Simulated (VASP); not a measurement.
# HgTe (Cmcm) in VASP: single point with r2SCAN

Aim: the single point of HgTe with r2SCAN.

Everything below comes from runs of VASP 6.6.1. Logs are shortened: lines on timing, memory, paths and dates and some standing lists are left out, and cuts for length are marked.

## (1) The cell of the first run

Symmetry: Cmcm, No. 63, orthorhombic system. Conventional cell: a = 5.316 Å, b = 7.463 Å, c = 5.855 Å, α = 90.00°, β = 90.00°, γ = 90.00°. Hg (site symmetry m2m) has 5 Te at 2.69 to 3.33 Å within 3.5 Å. Within 3.5 Å of Te (site symmetry m2m) lie 5 Hg at 2.69 to 3.33 Å.

## (2) Single point, r2SCAN (strain -0.1000 x Voigt [1, -1, 0, 0, 0, 0])

Input file POSCAR:

```
HgTe
1.0
    2.6581381986     -3.7313565167      0.0000000000
    2.6581381986      3.7313565167      0.0000000000
    0.0000000000      0.0000000000      5.8546929393
Hg Te
2 2
Direct
    0.3235324480      0.6764675520      0.7500000000
    0.6764675520      0.3235324480      0.2500000000
    0.7700436172      0.2299563828      0.7500000000
    0.2299563828      0.7700436172      0.2500000000
```

Input file INCAR.step1:

```
PREC = Accurate ; ENCUT = 520
ISMEAR = 0 ; SIGMA = 0.15
LREAL = F ; LASPH = T
NELM = 80 ; NBANDS = 26
GGA = PE ; ALGO = Normal
EDIFF = 1E-4 ; LWAVE = T
LCHARG = F
```

Input file INCAR.step2:

```
PREC = Accurate ; ENCUT = 520
EDIFF = 1E-7 ; ISMEAR = 0
SIGMA = 0.15 ; LREAL = F
LASPH = T ; NELM = 80
ALGO = Normal ; ISIF = 2
LWAVE = F ; LCHARG = F
METAGGA = R2SCAN ; LMIXTAU = T
NBANDS = 26 ; ISTART = 1
```

Input file KPOINTS:

```
Automatic mesh
0
Gamma
  12 12 8
```

Potentials or basis: VASP PAW PBE potentials, release 64 (Hg, Te).

The run is started by

```bash
cat potpaw_PBE.64/Hg/POTCAR potpaw_PBE.64/Te/POTCAR > POTCAR
cp INCAR.step1 INCAR
mpirun -np 1 vasp_std > vasp.out
cp INCAR.step2 INCAR
mpirun -np 1 vasp_std > vasp.out
```

OUTCAR:

```text
PREC = Accurate
   ENCUT = 520
   EDIFF = 1E-7
   ISMEAR = 0
   LREAL = F
   LASPH = T
   NELM = 80
   ISIF = 2
   METAGGA = R2SCAN
   ISTART = 1

 ion  position               nearest neighbor table
   1  0.324  0.676  0.750-   3 2.69   3 2.69   4 3.01   4 3.01   3 3.33
   2  0.676  0.324  0.250-   4 2.69   4 2.69   3 3.01   3 3.01   4 3.33
   3  0.770  0.230  0.750-   1 2.69   1 2.69   2 3.01   2 3.01   1 3.33
   4  0.230  0.770  0.250-   2 2.69   2 2.69   1 3.01   1 3.01   2 3.33

  LATTYP: Found a base centered orthorhombic cell.
 ALAT       =     5.3162763972
 B/A-ratio  =     1.4037481267
 C/A-ratio  =     1.1012770033

  Lattice vectors:

 A1 = (   2.6581381986,  -3.7313565167,   0.0000000000)
 A2 = (   2.6581381986,   3.7313565167,   0.0000000000)
 A3 = (   0.0000000000,   0.0000000000,   5.8546929393)

Analysis of symmetry for initial positions (statically):
=====================================================================
 Subroutine PRICEL returns:
 Original cell was already a primitive cell.

 Routine SETGRP: Setting up the symmetry group for a
 base centered orthorhombic supercell.

 Subroutine GETGRP returns: Found  8 space group operations
 (whereof  4 operations were pure point group operations)
 out of a pool of  8 trial point group operations.

The static configuration has the point symmetry C_2h.
 The point group associated with its full space group is D_2h.

Analysis of symmetry for dynamics (positions and initial velocities):
=====================================================================
 Subroutine PRICEL returns:
 Original cell was already a primitive cell.

 Routine SETGRP: Setting up the symmetry group for a
 base centered orthorhombic supercell.

 Subroutine GETGRP returns: Found  8 space group operations
 (whereof  4 operations were pure point group operations)
 out of a pool of  8 trial point group operations.

The dynamic configuration has the point symmetry C_2h.
 The point group associated with its full space group is D_2h.

 Subroutine INISYM returns: Found  8 space group operations
 (whereof  4 operations are pure point group operations),
 and found     1 'primitive' translations

----------------------------------------------------------------------------------------

                                     Primitive cell

  volume of cell :     116.1391

  direct lattice vectors                    reciprocal lattice vectors
     2.658138199 -3.731356517  0.000000000     0.188101582 -0.133999525  0.000000000
[... 91 lines left out ...]
   LREAL  =      F    real-space projection
   EDIFFG = 0.1E-05   stopping-criterion for IOM
   NSW    =      0    number of steps for IOM
   IBRION =     -1    ionic relax: 0-MD 1-quasi-New 2-CG
   NFREE  =      0    steps in history (QN), initial steepest desc. (CG)
   ISIF   =      2    stress and relaxation
   ISYM   =      2    0-nonsym 1-usesym 2-fastsym
   POTIM  = 0.5000    time-step for ionic-motion
   TEBEG  =    0.0;   TEEND  =   0.0 temperature during run
   PSTRESS=    0.0 pullay stress
   NELECT =      36.0000    total number of electrons
   NUPDOWN=      -1.0000    fix difference up-down
   EMIN   =  10.00;   EMAX   =-10.00  energy-range for DOS
   EFERMI =   0.00;   METHOD = LEGACY
   ISMEAR =     0;   SIGMA  =   0.15  broadening in eV -4-tet -1-fermi 0-gaus
   EFERMI_NEDOS =   21; number of points for ismear=-14 and -15
   IALGO  =     38    algorithm
   IMIX   =      4    mixing-type and parameters
     AMIX     =   0.40;   BMIX     =  1.00
     AMIX_MAG =   1.60;   BMIX_MAG =  1.00
  volume/ion in A,a.u.               =      29.03       195.94
  Fermi-wavevector in a.u.,A,eV,Ry     =   1.107940  2.093703 16.701570  1.227531
  Thomas-Fermi vector in A             =   2.244461
   LORBIT       =      0    0 simple, 1 ext, 2 COOP (PROOUT), +10 PAW based schemes
   METAGGA = R2SCAN    functional components
   LHFCALC =     F    Hartree Fock is set to
   AEXX    =    0.0000 exact exchange contribution
   IVDW    =     0    specifies the selected vdW correction
   LEPSILON=     F    determine dielectric tensor
   LRPA    =     F    only Hartree local field effects (RPA)
 non-spin polarized calculation
 Gauss-broadening in eV      SIGMA  =   0.15
  energy-cutoff  :      520.00
  volume of cell :      116.14
 maximum number of plane-waves:      3162
 NGX is ok and might be reduce to    36
   NGX = 17   NGY = 17   NGZ = 21

 number of electron      35.9999997 magnetization

 Free energy of the ion-electron system (eV)
  ---------------------------------------------------
  ext. energy  EPLUGINS =         0.00000000
  ---------------------------------------------------
  free energy    TOTEN  =      -149.12576943 eV

  energy without entropy =     -149.10725787  energy(sigma->0) =     -149.11651365

 E-fermi :   4.2320     XC(G=0): -10.1926

 val. band max:        4.2311775620   @ k =   0.0833   0.0833   0.2500
 cond. band min:       4.2326338534   @ k =  -0.4167   0.2500   0.2500
 fundamental gap:      0.0014562915
 Fermi energy:         4.2319943628

 k-point     1 :       0.0000    0.0000    0.0000
  band No.  band energies     occupation
      1      -8.8341      2.00000
      2      -7.6972      2.00000
      3      -3.4951      2.00000
      4      -3.4020      2.00000
      5      -3.3889      2.00000
      6      -3.3543      2.00000
[... 685 lines left out ...]
     25      12.5050      0.00000
     26      12.7845      0.00000

 [... further k-points ...]

------------------------ aborting loop because EDIFF is reached ----------------------------------------

  FORCE on cell =-STRESS in cart. coord.  units (eV):
  Direction    XX          YY          ZZ          XY          YZ          ZX
  --------------------------------------------------------------------------------------
  -------------------------------------------------------------------------------------
  Total       11.9342192     -0.5774705      2.1392451      0.0000000      0.0000000      0.0000000
  in kB      164.6365181     -7.9663978     29.5115965      0.0000000      0.0000000      0.0000000
  external PRESSURE =      62.0605723 kB  Pullay stress =       0.0000000 kB

 VOLUME and BASIS-vectors are now :
 -----------------------------------------------------------------------------
  energy-cutoff  :      520.00
  volume of cell :      116.14
      direct lattice vectors                 reciprocal lattice vectors
     2.658138199 -3.731356517  0.000000000     0.188101582 -0.133999525  0.000000000
     2.658138199  3.731356517  0.000000000     0.188101582  0.133999525  0.000000000
     0.000000000  0.000000000  5.854692939     0.000000000  0.000000000  0.170803151

 POSITION                                       TOTAL-FORCE (eV/Angst)
 -----------------------------------------------------------------------------------
      2.65814      1.31693      4.39102         0.000000     -0.386711      0.000000
      2.65814     -1.31693      1.46367         0.000000      0.386711     -0.000000
      2.65814     -2.01526      4.39102         0.000000      0.485604      0.000000
      2.65814      2.01526      1.46367         0.000000     -0.485604     -0.000000
 -----------------------------------------------------------------------------------
    total drift:                                0.000000     -0.000000     -0.000000

  FREE ENERGIE OF THE ION-ELECTRON SYSTEM (eV)
  ---------------------------------------------------
  free  energy   TOTEN  =      -149.1257694348 eV

  energy  without entropy=     -149.1072578747  energy(sigma->0) =     -149.11651365
```

OUTCAR.step1:

```text
PREC = Accurate
   ENCUT = 520
   ISMEAR = 0
   LREAL = F
[... 929 lines left out ...]
      2.65814      1.31693      4.39102         0.000000     -0.440844     -0.000000
      2.65814     -1.31693      1.46367         0.000000      0.440844      0.000000
      2.65814     -2.01526      4.39102         0.000000      0.489257      0.000000
      2.65814      2.01526      1.46367         0.000000     -0.489257     -0.000000
 -----------------------------------------------------------------------------------
    total drift:                                0.000000     -0.000000     -0.000000

  FREE ENERGIE OF THE ION-ELECTRON SYSTEM (eV)
  ---------------------------------------------------
  free  energy   TOTEN  =        -6.0064660969 eV

  energy  without entropy=       -5.9877591586  energy(sigma->0) =       -5.99711263
```

OSZICAR.step1:

```text
N       E                     dE             d eps       ncg     rms          rms(c)
DAV:   1     0.239295609309E+03    0.23930E+03   -0.16132E+04 11180   0.123E+03
DAV:   2     0.490542123910E+01   -0.23439E+03   -0.22511E+03 12014   0.289E+02
DAV:   3    -0.638909074352E+01   -0.11295E+02   -0.11180E+02 13498   0.634E+01
DAV:   4    -0.651947390407E+01   -0.13038E+00   -0.13023E+00 13910   0.606E+00
DAV:   5    -0.652088839665E+01   -0.14145E-02   -0.14145E-02 13274   0.629E-01    0.126E+01
DAV:   6    -0.602304179718E+01    0.49785E+00   -0.11731E+00 11960   0.112E+01    0.968E+00
DAV:   7    -0.601094315144E+01    0.12099E-01   -0.34501E-01 12224   0.308E+00    0.284E+00
DAV:   8    -0.600656148696E+01    0.43817E-02   -0.39866E-02 11700   0.191E+00    0.878E-01
DAV:   9    -0.600651915262E+01    0.42334E-04   -0.40173E-03 12540   0.581E-01    0.171E-01
DAV:  10    -0.600646609694E+01    0.53056E-04   -0.34995E-04 11260   0.190E-01
   1 F= -.60064661E+01 E0= -.59971126E+01  d E =-.187069E-01
```

Wall time 69 min (1 thread of Oxide Virtual Turin-like, shared host); peak memory 0.64 GiB.

What came out:

```yaml
Free_energy: -149.1258 eV
Pressure: 6.2 GPa
Largest_force: 0.486 eV/Å
Band_gap_on_the_k_mesh: zero (bands 18 and 19 overlap by 2.36 eV)
```

Forces in eV/Å, atoms in the order of the input:
```
Hg   0.000 -0.387  0.000
Hg   0.000  0.387  0.000
Te   0.000  0.486  0.000
Te   0.000 -0.486  0.000
```

Stress tensor (GPa, compression positive):
```
16.46  0.00  0.00
 0.00 -0.80  0.00
 0.00  0.00  2.95
```

Levels at points of the mesh, in eV from the Fermi level:
| k point | band 15 | band 16 | band 17 | band 18 | band 19 | band 20 | band 21 | band 22 |
| --- | --- | --- | --- | --- | --- | --- | --- | --- |
| (0.00, 0.00, 0.00) | -2.82 | -1.88 | -1.43 | -0.62 | -0.48 | -0.22 | 4.29 | 4.97 |
| (0.50, 0.00, 0.00) | -2.71 | -2.33 | -1.33 | -1.20 | 2.80 | 2.82 | 4.37 | 4.70 |
| (0.50, 0.50, 0.00) | -3.44 | -2.40 | -2.25 | -2.16 | -1.32 | -0.78 | 3.41 | 6.12 |
| (0.00, 0.00, 0.50) | -2.79 | -2.79 | -0.90 | -0.90 | 0.99 | 0.99 | 4.33 | 4.33 |
| (0.50, 0.00, 0.50) | -1.42 | -1.42 | 0.51 | 0.51 | 2.17 | 2.17 | 4.20 | 4.20 |
| (0.50, 0.50, 0.50) | -3.50 | -3.50 | -3.14 | -3.14 | 1.69 | 1.69 | 6.13 | 6.13 |

Caveat: the cell differs from its parent crystal (strain -0.1000 x Voigt [1, -1, 0, 0, 0, 0]); the stress differs along the axes, from -1 to 16 GPa; the PAW data sets were made with another functional, which shifts forces and pressure a little; spin-orbit coupling is left out, which moves the levels of the heavy elements.
